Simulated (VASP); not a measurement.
# Mo3Pb (P4mm) in VASP: single point with PBE

Aim: the single point of Mo3Pb with PBE.

Everything below comes from runs of VASP 6.6.1. Logs are shortened: lines on timing, memory, paths and dates and some standing lists are left out, and cuts for length are marked.

## 1. The cell of the first run

It takes space group P4mm (No. 99, tetragonal). Conventional cell: a = 4.170 Å, b = 4.170 Å, c = 4.107 Å, α = 90.00°, β = 90.00°, γ = 90.00°. Mo (site symmetry 4mm) has 8 Mo at 2.68 to 3.20 Å and 4 Pb at 2.98 Å within 3.5 Å. Mo (site symmetry 2mm) has 8 Mo at 2.68 to 3.20 Å and 4 Pb at 2.91 to 2.94 Å within 3.5 Å. Pb (site symmetry 4mm) has 12 Mo at 2.91 to 2.98 Å within 3.8 Å.

## 2. Single point, PBE

INCAR reads:

```
SYSTEM = Mo3Pb
PREC = Accurate
ENCUT = 520
EDIFF = 1E-6
ISMEAR = 0
SIGMA = 0.1
LREAL = .False.
LASPH = .True.
NELM = 100
ALGO = Fast
ISIF = 2
LWAVE = .False.
LCHARG = .False.
GGA = PE
NBANDS = 36
```

KPOINTS reads:

```
Automatic mesh
0
Gamma
  12 12 12
  0 0 0
```

POSCAR reads:

```
Mo3Pb
1.0
    4.1700707844      0.0000000000      0.0000000000
    0.0000000000      4.1700707844      0.0000000000
    0.0000000000      0.0000000000      4.1067484237
Mo Pb
3 1
Direct
    0.5000000000      0.5000000000      0.0698543735
    0.5000000000      0.0000000000      0.4782989168
    0.0000000000      0.5000000000      0.4782989168
    0.0000000000      0.0000000000      0.9727884642
```

Potentials or basis: VASP PAW PBE potentials, release 64 (Mo_sv, Pb_d).

The run is started by

```sh
> cat potpaw_PBE.64/Mo_sv/POTCAR potpaw_PBE.64/Pb_d/POTCAR > POTCAR
> mpirun -np 1 vasp_std > vasp.out
```

OUTCAR:

```text
SYSTEM = Mo3Pb
   PREC = Accurate
   ENCUT = 520
   EDIFF = 1E-6
   ISMEAR = 0
   LREAL = .False.
   LASPH = .True.
   NELM = 100
   ISIF = 2
   GGA = PE

 ion  position               nearest neighbor table
   1  0.500  0.500  0.070-   2 2.68   3 2.68   2 2.68   3 2.68   4 2.98   4 2.98   4 2.98   4 2.98
                             2 3.20   3 3.20   3 3.20   2 3.20
   2  0.500  0.000  0.478-   1 2.68   1 2.68   4 2.91   4 2.91   4 2.94   4 2.94   3 2.95   3 2.95
                             3 2.95   3 2.95   1 3.20   1 3.20
   3  0.000  0.500  0.478-   1 2.68   1 2.68   4 2.91   4 2.91   4 2.94   4 2.94   2 2.95   2 2.95
                             2 2.95   2 2.95   1 3.20   1 3.20
   4  0.000  0.000  0.973-   2 2.91   3 2.91   3 2.91   2 2.91   3 2.94   2 2.94   2 2.94   3 2.94
                             1 2.98   1 2.98   1 2.98   1 2.98

  LATTYP: Found a simple tetragonal cell.
 ALAT       =     4.1700707844
 C/A-ratio  =     0.9848150394

  Lattice vectors:

 A1 = (   4.1700707844,   0.0000000000,   0.0000000000)
 A2 = (   0.0000000000,   4.1700707844,   0.0000000000)
 A3 = (   0.0000000000,   0.0000000000,   4.1067484237)

Analysis of symmetry for initial positions (statically):
=====================================================================
 Subroutine PRICEL returns:
 Original cell was already a primitive cell.

 Routine SETGRP: Setting up the symmetry group for a
 simple tetragonal supercell.

 Subroutine GETGRP returns: Found  8 space group operations
 (whereof  8 operations were pure point group operations)
 out of a pool of 16 trial point group operations.

The static configuration has the point symmetry C_4v.

Analysis of symmetry for dynamics (positions and initial velocities):
=====================================================================
 Subroutine PRICEL returns:
 Original cell was already a primitive cell.

 Routine SETGRP: Setting up the symmetry group for a
 simple tetragonal supercell.

 Subroutine GETGRP returns: Found  8 space group operations
 (whereof  8 operations were pure point group operations)
 out of a pool of 16 trial point group operations.

The dynamic configuration has the point symmetry C_4v.

 Subroutine INISYM returns: Found  8 space group operations
 (whereof  8 operations are pure point group operations),
 and found     1 'primitive' translations

----------------------------------------------------------------------------------------

                                     Primitive cell

  volume of cell :      71.4143

  direct lattice vectors                    reciprocal lattice vectors
     4.170070784  0.000000000  0.000000000     0.239804083  0.000000000  0.000000000
     0.000000000  4.170070784  0.000000000     0.000000000  0.239804083  0.000000000
     0.000000000  0.000000000  4.106748424     0.000000000  0.000000000  0.243501646

  length of vectors
     4.170070784  4.170070784  4.106748424     0.239804083  0.239804083  0.243501646

  position of ions in fractional coordinates (direct lattice)
     0.500000000  0.500000000  0.069854374
     0.500000000  0.000000000  0.478298917
     0.000000000  0.500000000  0.478298917
     0.000000000  0.000000000  0.972788464

  ion indices of the primitive-cell ions
   primitive index   ion index
                 1           1
                 2           2
                 3           3
                 4           4

----------------------------------------------------------------------------------------

 KPOINTS: Automatic mesh

Automatic generation of k-mesh.
 Grid dimensions read from file:
 generate k-points for:   12   12   12

 Generating k-lattice:

  Cartesian coordinates                     Fractional coordinates (reciprocal lattice)
     0.019983674  0.000000000  0.000000000     0.083333333  0.000000000  0.000000000
     0.000000000  0.019983674  0.000000000     0.000000000  0.083333333  0.000000000
     0.000000000  0.000000000  0.020291804     0.000000000  0.000000000  0.083333333

  Length of vectors
     0.019983674  0.019983674  0.020291804

  Shift w.r.t. Gamma in fractional coordinates (k-lattice)
     0.000000000  0.000000000  0.000000000

 Subroutine IBZKPT returns following result:
 ===========================================

 Found    196 irreducible k-points:

 Following reciprocal coordinates:
            Coordinates               Weight
  0.000000  0.000000  0.000000      1.000000
  0.083333  0.000000  0.000000      4.000000
  0.166667  0.000000  0.000000      4.000000
  0.250000  0.000000  0.000000      4.000000
  0.333333  0.000000  0.000000      4.000000
  0.416667  0.000000  0.000000      4.000000
[... 16 lines left out ...]
  0.333333  0.333333  0.000000      4.000000
  0.416667  0.333333  0.000000      8.000000
 [... further k-points ...]
   k-points           NKPTS =    196   k-points in BZ     NKDIM =    196   number of bands    NBANDS=     36
   number of dos      NEDOS =    301   number of ions     NIONS =      4
   total plane-waves  NPLWV =  32768
   dimension x,y,z NGX =    32 NGY =   32 NGZ =   32
   dimension x,y,z NGXF=    64 NGYF=   64 NGZF=   64
   ions per type =               3   1
   NGX,Y,Z   is equivalent  to a cutoff of  12.76, 12.76, 12.95 a.u.
   NGXF,Y,Z  is equivalent  to a cutoff of  25.51, 25.51, 25.91 a.u.
 SYSTEM =  Mo3Pb
   PREC   = accura    normal or accurate (medium, high low for compatibility)
   ISTART =      0    job   : 0-new  1-cont  2-samecut
   ICHARG =      2    charge: 1-file 2-atom 10-const
   ISPIN  =      1    spin polarized calculation?
   LNONCOLLINEAR =      F non collinear calculations
   LSORBIT =      F    spin-orbit coupling
   LASPH  =      T    aspherical Exc in radial PAW
   ENCUT  =  520.0 eV  38.22 Ry    6.18 a.u.   7.75  7.75  7.64*2*pi/ulx,y,z
   NELM   =    100;   NELMIN=  2; NELMDL= -5     # of ELM steps
   EDIFF  = 0.1E-05   stopping-criterion for ELM
   LREAL  =      F    real-space projection
   EDIFFG = 0.1E-04   stopping-criterion for IOM
   NSW    =      0    number of steps for IOM
   IBRION =     -1    ionic relax: 0-MD 1-quasi-New 2-CG
   NFREE  =      0    steps in history (QN), initial steepest desc. (CG)
   ISIF   =      2    stress and relaxation
   ISYM   =      2    0-nonsym 1-usesym 2-fastsym
   POTIM  = 0.5000    time-step for ionic-motion
   TEBEG  =    0.0;   TEEND  =   0.0 temperature during run
   PSTRESS=    0.0 pullay stress
   NELECT =      56.0000    total number of electrons
   NUPDOWN=      -1.0000    fix difference up-down
   EMIN   =  10.00;   EMAX   =-10.00  energy-range for DOS
   EFERMI =   0.00;   METHOD = LEGACY
   ISMEAR =     0;   SIGMA  =   0.10  broadening in eV -4-tet -1-fermi 0-gaus
   EFERMI_NEDOS =   21; number of points for ismear=-14 and -15
   IALGO  =     68    algorithm
   IMIX   =      4    mixing-type and parameters
     AMIX     =   0.40;   BMIX     =  1.00
     AMIX_MAG =   1.60;   BMIX_MAG =  1.00
  volume/ion in A,a.u.               =      17.85       120.48
  Fermi-wavevector in a.u.,A,eV,Ry     =   1.509649  2.852822 31.008205  2.279039
  Thomas-Fermi vector in A             =   2.619943
   LORBIT       =      0    0 simple, 1 ext, 2 COOP (PROOUT), +10 PAW based schemes
   GGA     = PE    functional components
   LHFCALC =     F    Hartree Fock is set to
   AEXX    =    0.0000 exact exchange contribution
   IVDW    =     0    specifies the selected vdW correction
   LEPSILON=     F    determine dielectric tensor
   LRPA    =     F    only Hartree local field effects (RPA)
 non-spin polarized calculation
 RMM-DIIS sequential band-by-band and
 Gauss-broadening in eV      SIGMA  =   0.10
  energy-cutoff  :      520.00
  volume of cell :       71.41
 maximum number of plane-waves:      1956
 NGX is ok and might be reduce to    32
   NGX = 15   NGY = 15   NGZ = 15

 number of electron      55.9999996 magnetization

 Free energy of the ion-electron system (eV)
  ---------------------------------------------------
  ext. energy  EPLUGINS =         0.00000000
  ---------------------------------------------------
  free energy    TOTEN  =       -33.79895993 eV

  energy without entropy =      -33.78272863  energy(sigma->0) =      -33.79084428

 E-fermi :  11.7156     XC(G=0): -12.6884

 val. band max:       11.7098966620   @ k =   0.4167   0.2500   0.0000
 cond. band min:      11.7234331838   @ k =   0.3333   0.0833   0.1667
 fundamental gap:      0.0135365218
 Fermi energy:        11.7155535645

 k-point     1 :       0.0000    0.0000    0.0000
  band No.  band energies     occupation
      1     -49.4289      2.00000
      2     -49.2415      2.00000
      3     -49.2061      2.00000
      4     -23.8374      2.00000
      5     -23.8374      2.00000
      6     -23.7664      2.00000
[... 28 lines left out ...]
     35      14.8690      0.00000
     36      14.9381      0.00000

 k-point     2 :       0.0833    0.0000    0.0000
  band No.  band energies     occupation
      1     -49.4262      2.00000
      2     -49.2432      2.00000
      3     -49.2072      2.00000
      4     -23.8324      2.00000
      5     -23.8307      2.00000
      6     -23.7639      2.00000
[... 28 lines left out ...]
     35      14.9537      0.00000
     36      15.1906      0.00000

 k-point     3 :       0.1667    0.0000    0.0000
  band No.  band energies     occupation
      1     -49.4183      2.00000
      2     -49.2484      2.00000
      3     -49.2099      2.00000
      4     -23.8184      2.00000
      5     -23.8118      2.00000
      6     -23.7567      2.00000
[... 28 lines left out ...]
     35      14.8954      0.00000
     36      15.5893      0.00000
[... 742 lines left out ...]
 k-point    23 :       0.3333    0.3333    0.0000
  band No.  band energies     occupation
      1     -49.3557      2.00000
      2     -49.2758      2.00000
      3     -49.2451      2.00000
      4     -23.8132      2.00000
      5     -23.7301      2.00000
      6     -23.7164      2.00000
[... 28 lines left out ...]
     35      15.4126      0.00000
     36      15.5255      0.00000

 k-point    24 :       0.4167    0.3333    0.0000
  band No.  band energies     occupation
      1     -49.3415      2.00000
      2     -49.2825      2.00000
      3     -49.2525      2.00000
      4     -23.8063      2.00000
      5     -23.7304      2.00000
      6     -23.7182      2.00000
[... 28 lines left out ...]
     35      15.0829      0.00000
     36      15.7638      0.00000

 [... further k-points ...]

------------------------ aborting loop because EDIFF is reached ----------------------------------------

  FORCE on cell =-STRESS in cart. coord.  units (eV):
  Direction    XX          YY          ZZ          XY          YZ          ZX
  --------------------------------------------------------------------------------------
  -------------------------------------------------------------------------------------
  Total        0.1346604      0.1346604      0.1497240      0.0000000      0.0000000      0.0000000
  in kB        3.0211030      3.0211030      3.3590540      0.0000000      0.0000000      0.0000000
  external PRESSURE =       3.1337534 kB  Pullay stress =       0.0000000 kB

 VOLUME and BASIS-vectors are now :
 -----------------------------------------------------------------------------
  energy-cutoff  :      520.00
  volume of cell :       71.41
      direct lattice vectors                 reciprocal lattice vectors
     4.170070784  0.000000000  0.000000000     0.239804083  0.000000000  0.000000000
     0.000000000  4.170070784  0.000000000     0.000000000  0.239804083  0.000000000
     0.000000000  0.000000000  4.106748424     0.000000000  0.000000000  0.243501646

 POSITION                                       TOTAL-FORCE (eV/Angst)
 -----------------------------------------------------------------------------------
      2.08504      2.08504      0.28687         0.000000      0.000000     -0.019023
      2.08504      0.00000      1.96425         0.000000     -0.000000      0.011388
      0.00000      2.08504      1.96425         0.000000      0.000000      0.011388
      0.00000      0.00000      3.99500         0.000000     -0.000000     -0.003752
 -----------------------------------------------------------------------------------
    total drift:                                0.000000      0.000000     -0.000200

  FREE ENERGIE OF THE ION-ELECTRON SYSTEM (eV)
  ---------------------------------------------------
  free  energy   TOTEN  =       -33.7989599330 eV

  energy  without entropy=      -33.7827286330  energy(sigma->0) =      -33.79084428
```

Wall time 6.8 min (1 thread of Intel Xeon 6975P-C, shared host); peak memory 0.5 GiB.

Results:

| Property | Result |
| --- | --- |
| Free energy | -33.7990 eV |
| Pressure | 0.3 GPa |
| Largest force | 0.019 eV/Å |
| Band gap on the k mesh | zero (band 28 reaches 12.24 eV, above the bottom of band 29 at 11.12 eV) |

Forces on the atoms (eV/Å):
```
Mo   0.000  0.000 -0.019
Mo   0.000  0.000  0.011
Mo   0.000  0.000  0.011
Pb   0.000  0.000 -0.004
```

Caveat: spin-orbit coupling is left out, which moves the levels of the heavy elements.
